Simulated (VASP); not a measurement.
# BN (P6_3/mmc) in VASP: a series of runs, part 2 of 2

VASP 6.6.1. The steps go on from the part before.

## Step 3: Single point, PBEsol

This run uses another cell than the first one, of 7.62 Å³/atom, 1.048 times its volume.

Contents of INCAR:

```
SYSTEM = BN
PREC     = Accurate       ! precision mode
ENCUT    = 520            ! plane-wave cutoff, eV
EDIFF    = 1E-7           ! SCF threshold, eV
ISMEAR   = 0              ! smearing method
SIGMA    = 0.01           ! smearing width, eV
LREAL    = .False.        ! projectors in reciprocal space
LASPH    = .True.         ! aspherical terms in the spheres
NELM     = 100            ! most SCF steps
ALGO     = Normal         ! electronic algorithm
ISIF     = 2              ! what is computed and relaxed
LWAVE    = .False.        ! write WAVECAR
LCHARG   = .False.        ! write CHGCAR
GGA      = PS             ! functional
NBANDS   = 16             ! bands
```

Contents of KPOINTS:

```
regular mesh
0
Gamma
  10 10 4
  0 0 0
```

Contents of POSCAR:

```
BN
1.0
    2.4870923012      0.0000000000      0.0000000000
   -1.2435461506      2.1538851144      0.0000000000
    0.0000000000      0.0000000000      5.6868625712
B N
2 2
Direct
    0.3333333333      0.6666666667      0.2500000000
    0.6666666667      0.3333333333      0.7500000000
    0.3333333333      0.6666666667      0.7500000000
    0.6666666667      0.3333333333      0.2500000000
```

Potentials or basis: VASP PAW PBE potentials, release 64 (B, N).

Started as:

```console
> cat potpaw_PBE.64/B/POTCAR potpaw_PBE.64/N/POTCAR > POTCAR
> mpirun -np 1 vasp_std > vasp.out
```

OUTCAR:

```text
SYSTEM = BN
   PREC = Accurate
   ENCUT = 520
   EDIFF = 1E-7
   ISMEAR = 0
   LREAL = .False.
   LASPH = .True.
   NELM = 100
   ISIF = 2
   GGA = PS

 ion  position               nearest neighbor table
   1  0.333  0.667  0.250-   4 1.44   4 1.44   4 1.44
   2  0.667  0.333  0.750-   3 1.44   3 1.44   3 1.44
   3  0.333  0.667  0.750-   2 1.44   2 1.44   2 1.44
   4  0.667  0.333  0.250-   1 1.44   1 1.44   1 1.44

  LATTYP: Found a hexagonal cell.
 ALAT       =     2.4870923012
 C/A-ratio  =     2.2865506714

  Lattice vectors:

 A1 = (   2.4870923012,   0.0000000000,   0.0000000000)
 A2 = (  -1.2435461506,   2.1538851144,   0.0000000000)
 A3 = (   0.0000000000,   0.0000000000,   5.6868625712)

Analysis of symmetry for initial positions (statically):
=====================================================================
 Subroutine PRICEL returns:
 Original cell was already a primitive cell.

 Routine SETGRP: Setting up the symmetry group for a
 hexagonal supercell.

 Subroutine GETGRP returns: Found 24 space group operations
 (whereof 12 operations were pure point group operations)
 out of a pool of 24 trial point group operations.

The static configuration has the point symmetry D_3d.
 The point group associated with its full space group is D_6h.

Analysis of symmetry for dynamics (positions and initial velocities):
=====================================================================
 Subroutine PRICEL returns:
 Original cell was already a primitive cell.

 Routine SETGRP: Setting up the symmetry group for a
 hexagonal supercell.

 Subroutine GETGRP returns: Found 24 space group operations
 (whereof 12 operations were pure point group operations)
 out of a pool of 24 trial point group operations.

The dynamic configuration has the point symmetry D_3d.
 The point group associated with its full space group is D_6h.

 Subroutine INISYM returns: Found 24 space group operations
 (whereof 12 operations are pure point group operations),
 and found     1 'primitive' translations

----------------------------------------------------------------------------------------

                                     Primitive cell

  volume of cell :      30.4640

  direct lattice vectors                    reciprocal lattice vectors
     2.487092301  0.000000000  0.000000000     0.402075950  0.232138658  0.000000000
    -1.243546151  2.153885114  0.000000000     0.000000000  0.464277316  0.000000000
     0.000000000  0.000000000  5.686862571     0.000000000  0.000000000  0.175843884

  length of vectors
     2.487092301  2.487092301  5.686862571     0.464277316  0.464277316  0.175843884

  position of ions in fractional coordinates (direct lattice)
     0.333333333  0.666666667  0.250000000
     0.666666667  0.333333333  0.750000000
     0.333333333  0.666666667  0.750000000
     0.666666667  0.333333333  0.250000000

  ion indices of the primitive-cell ions
   primitive index   ion index
                 1           1
                 2           2
                 3           3
                 4           4

----------------------------------------------------------------------------------------

 KPOINTS: regular mesh

Automatic generation of k-mesh.
 Grid dimensions read from file:
 generate k-points for:   10   10    4

 Generating k-lattice:

  Cartesian coordinates                     Fractional coordinates (reciprocal lattice)
     0.040207595  0.023213866  0.000000000     0.100000000  0.000000000  0.000000000
     0.000000000  0.046427732  0.000000000     0.000000000  0.100000000  0.000000000
     0.000000000  0.000000000  0.043960971     0.000000000  0.000000000  0.250000000

  Length of vectors
     0.046427732  0.046427732  0.043960971

  Shift w.r.t. Gamma in fractional coordinates (k-lattice)
     0.000000000  0.000000000  0.000000000

 Subroutine IBZKPT returns following result:
 ===========================================

 Found     42 irreducible k-points:

 Following reciprocal coordinates:
            Coordinates               Weight
  0.000000  0.000000  0.000000      1.000000
  0.100000  0.000000  0.000000      6.000000
  0.200000  0.000000  0.000000      6.000000
  0.300000  0.000000  0.000000      6.000000
  0.400000 -0.000000  0.000000      6.000000
  0.500000 -0.000000  0.000000      3.000000
[... 16 lines left out ...]
  0.300000  0.100000  0.250000     24.000000
  0.400000  0.100000  0.250000     24.000000
 [... further k-points ...]
   k-points           NKPTS =     42   k-points in BZ     NKDIM =     42   number of bands    NBANDS=     16
   number of dos      NEDOS =    301   number of ions     NIONS =      4
   total plane-waves  NPLWV =  13608
   dimension x,y,z NGX =    18 NGY =   18 NGZ =   42
   dimension x,y,z NGXF=    36 NGYF=   36 NGZF=   84
   ions per type =               2   2
   NGX,Y,Z   is equivalent  to a cutoff of  12.03, 12.03, 12.28 a.u.
   NGXF,Y,Z  is equivalent  to a cutoff of  24.06, 24.06, 24.56 a.u.
 SYSTEM =  BN
   PREC   = accura    normal or accurate (medium, high low for compatibility)
   ISTART =      0    job   : 0-new  1-cont  2-samecut
   ICHARG =      2    charge: 1-file 2-atom 10-const
   ISPIN  =      1    spin polarized calculation?
   LNONCOLLINEAR =      F non collinear calculations
   LSORBIT =      F    spin-orbit coupling
   LASPH  =      T    aspherical Exc in radial PAW
   ENCUT  =  520.0 eV  38.22 Ry    6.18 a.u.   4.62  4.62 10.57*2*pi/ulx,y,z
   NELM   =    100;   NELMIN=  2; NELMDL= -5     # of ELM steps
   EDIFF  = 0.1E-06   stopping-criterion for ELM
   LREAL  =      F    real-space projection
   EDIFFG = 0.1E-05   stopping-criterion for IOM
   NSW    =      0    number of steps for IOM
   IBRION =     -1    ionic relax: 0-MD 1-quasi-New 2-CG
   NFREE  =      0    steps in history (QN), initial steepest desc. (CG)
   ISIF   =      2    stress and relaxation
   ISYM   =      2    0-nonsym 1-usesym 2-fastsym
   POTIM  = 0.5000    time-step for ionic-motion
   TEBEG  =    0.0;   TEEND  =   0.0 temperature during run
   PSTRESS=    0.0 pullay stress
   NELECT =      16.0000    total number of electrons
   NUPDOWN=      -1.0000    fix difference up-down
   EMIN   =  10.00;   EMAX   =-10.00  energy-range for DOS
   EFERMI =   0.00;   METHOD = LEGACY
   ISMEAR =     0;   SIGMA  =   0.01  broadening in eV -4-tet -1-fermi 0-gaus
   EFERMI_NEDOS =   21; number of points for ismear=-14 and -15
   IALGO  =     38    algorithm
   IMIX   =      4    mixing-type and parameters
     AMIX     =   0.40;   BMIX     =  1.00
     AMIX_MAG =   1.60;   BMIX_MAG =  1.00
  volume/ion in A,a.u.               =       7.62        51.40
  Fermi-wavevector in a.u.,A,eV,Ry     =   1.320847  2.496038 23.737216  1.744636
  Thomas-Fermi vector in A             =   2.450643
   LORBIT       =      0    0 simple, 1 ext, 2 COOP (PROOUT), +10 PAW based schemes
   GGA     = PS    functional components
   LHFCALC =     F    Hartree Fock is set to
   AEXX    =    0.0000 exact exchange contribution
   IVDW    =     0    specifies the selected vdW correction
   LEPSILON=     F    determine dielectric tensor
   LRPA    =     F    only Hartree local field effects (RPA)
 non-spin polarized calculation
 Gauss-broadening in eV      SIGMA  =   0.01
  energy-cutoff  :      520.00
  volume of cell :       30.46
 maximum number of plane-waves:       838
   NGX =  9   NGY =  9   NGZ = 21

 number of electron      15.9999994 magnetization

 Free energy of the ion-electron system (eV)
  ---------------------------------------------------
  ext. energy  EPLUGINS =         0.00000000
  ---------------------------------------------------
  free energy    TOTEN  =       -36.41250815 eV

  energy without entropy =      -36.41250815  energy(sigma->0) =      -36.41250815

 E-fermi :   3.8148     XC(G=0): -11.3663

 val. band max:        3.7377052441   @ k =   0.3000   0.2000   0.0000
 cond. band min:       7.7263920080   @ k =   0.5000  -0.0000   0.2500
 fundamental gap:      3.9886867639
 Fermi energy:         3.8148391365

 k-point     1 :       0.0000    0.0000    0.0000
  band No.  band energies     occupation
      1     -14.5286      2.00000
      2     -13.6419      2.00000
      3      -3.6181      2.00000
      4       0.6703      2.00000
      5       2.3304      2.00000
      6       2.3304      2.00000
[... 8 lines left out ...]
     15      16.7055      0.00000
     16      16.8299      0.00000
[... 419 lines left out ...]
 k-point    24 :       0.4000    0.1000    0.2500
  band No.  band energies     occupation
      1     -11.0769      2.00000
      2     -10.8417      2.00000
      3      -5.0836      2.00000
      4      -4.9121      2.00000
      5      -1.0746      2.00000
      6      -0.8854      2.00000
[... 8 lines left out ...]
     15      19.9547      0.00000
     16      23.7670      0.00000

 [... further k-points ...]
[... 5 lines left out ...]
  --------------------------------------------------------------------------------------
  -------------------------------------------------------------------------------------
  Total        2.0205459      2.0205459      1.8600710      0.0000000      0.0000000      0.0000000
  in kB      106.2654619    106.2654619     97.8256931      0.0000000      0.0000000      0.0000000
  external PRESSURE =     103.4522056 kB  Pullay stress =       0.0000000 kB

 VOLUME and BASIS-vectors are now :
 -----------------------------------------------------------------------------
  energy-cutoff  :      520.00
  volume of cell :       30.46
      direct lattice vectors                 reciprocal lattice vectors
     2.487092301  0.000000000  0.000000000     0.402075950  0.232138658  0.000000000
    -1.243546151  2.153885114  0.000000000     0.000000000  0.464277316  0.000000000
     0.000000000  0.000000000  5.686862571     0.000000000  0.000000000  0.175843884

 POSITION                                       TOTAL-FORCE (eV/Angst)
 -----------------------------------------------------------------------------------
     -0.00000      1.43592      1.42172        -0.000000      0.000000      0.000000
      1.24355      0.71796      4.26515         0.000000      0.000000      0.000000
     -0.00000      1.43592      4.26515         0.000000     -0.000000      0.000000
      1.24355      0.71796      1.42172         0.000000      0.000000      0.000000
 -----------------------------------------------------------------------------------
    total drift:                               -0.000000      0.000000      0.000000

  FREE ENERGIE OF THE ION-ELECTRON SYSTEM (eV)
  ---------------------------------------------------
  free  energy   TOTEN  =       -36.4125081459 eV

  energy  without entropy=      -36.4125081459  energy(sigma->0) =      -36.41250815
```

Wall time 14 s (1 thread of Intel Xeon 6975P-C, shared host); peak memory 0.14 GiB.

Results:

- Free energy: -36.4125 eV
- Pressure: 10.3 GPa
- Band gap on the k mesh: 3.99 eV, indirect (least direct gap 4.23 eV)

Stress tensor (GPa, compression positive):
```
10.63  0.00  0.00
 0.00 10.63  0.00
 0.00  0.00  9.78
```

Levels at points of the mesh, in eV from the valence-band top:
```tsv
k point	band 6	band 7	band 8	band 9	band 10	band 11
(0.00, 0.00, 0.00)	-1.41	-1.25	-1.25	6.37	11.44	11.44
(0.50, 0.00, 0.00)	-4.08	-2.27	-0.20	4.03	6.54	9.74
(0.00, 0.00, 0.50)	-1.33	-1.33	-1.33	9.61	9.61	11.63
(0.50, 0.00, 0.50)	-4.21	-1.06	-1.06	4.57	4.57	10.08
```

Caveat: the PAW data sets were made with another functional, which shifts forces and pressure a little.

## Step 4: Single point, PBEsol

This run uses another cell than the first one, of 7.89 Å³/atom, 1.086 times its volume.

Contents of INCAR:

```
SYSTEM = BN
PREC = Accurate ; ENCUT = 520
EDIFF = 1E-6 ; ISMEAR = 0
SIGMA = 0.01 ; LREAL = .FALSE.
LASPH = .TRUE. ; NELM = 80
ALGO = Normal ; ISIF = 2
LWAVE = .FALSE. ; LCHARG = .FALSE.
GGA = PS ; NBANDS = 16
```

Contents of KPOINTS:

```
regular mesh
0
G
  10 10 4
  0 0 0
```

Contents of POSCAR:

```
BN
1.0
    2.4916715036      0.0000000000      0.0000000000
   -1.2458357518      2.1578508200      0.0000000000
    0.0000000000      0.0000000000      5.8734514963
B N
2 2
Direct
    0.3333333333      0.6666666667      0.2500000000
    0.6666666667      0.3333333333      0.7500000000
    0.3333333333      0.6666666667      0.7500000000
    0.6666666667      0.3333333333      0.2500000000
```

Started as:

```console
> cat potpaw_PBE.64/B/POTCAR potpaw_PBE.64/N/POTCAR > POTCAR
> mpirun -np 1 vasp_std > vasp.out
```

Run time: 14 s. Hardware: 1 thread of Intel Xeon 6975P-C, shared host; peak memory 0.15 GiB.

It converged, with:

```yaml
Free_energy: -36.4717 eV
Pressure: 7.3 GPa
Band_gap_on_the_k_mesh: 4.02 eV, indirect (least direct gap 4.25 eV)
```

Stress tensor (GPa, compression positive):
```
7.60 0.00 0.00
0.00 7.60 0.00
0.00 0.00 6.78
```

Levels at points of the mesh, in eV from the valence-band top:
```csv
k point,band 6,band 7,band 8,band 9,band 10,band 11
"(0.00, 0.00, 0.00)",-1.37,-1.26,-1.26,6.02,11.47,11.47
"(0.50, 0.00, 0.00)",-4.08,-2.06,-0.23,4.02,6.29,9.73
"(0.00, 0.00, 0.50)",-1.31,-1.31,-1.31,9.11,9.11,11.62
"(0.50, 0.00, 0.50)",-4.18,-1.02,-1.02,4.58,4.58,10.03
```

Caveat: the PAW data sets were made with another functional, which shifts forces and pressure a little. A k mesh can miss the band edges.

## Step 5: The runs side by side

```tsv
cell	gap on the mesh (eV)	pressure (GPa)
a = 2.480, b = 2.480, c = 5.458 Å, angles 90.0, 90.0, 120.0°, 4 atoms	3.85	15.4
a = 2.487, b = 2.487, c = 5.687 Å, angles 90.0, 90.0, 120.0°, 4 atoms	3.99	10.3
a = 2.492, b = 2.492, c = 5.873 Å, angles 90.0, 90.0, 120.0°, 4 atoms	4.02	7.3
```

Alike in all rows: task single point; level PBEsol; potentials or basis VASP PAW PBE potentials, release 64 (B, N); no spin polarisation; k mesh 10 × 10 × 4; cutoff (eV) 520; smearing gaussian 0.01 eV.

Caveats: the PAW data sets were made with another functional, which shifts forces and pressure a little.

Total energies depend on the potentials used, so only differences within one code and one set of settings carry meaning.
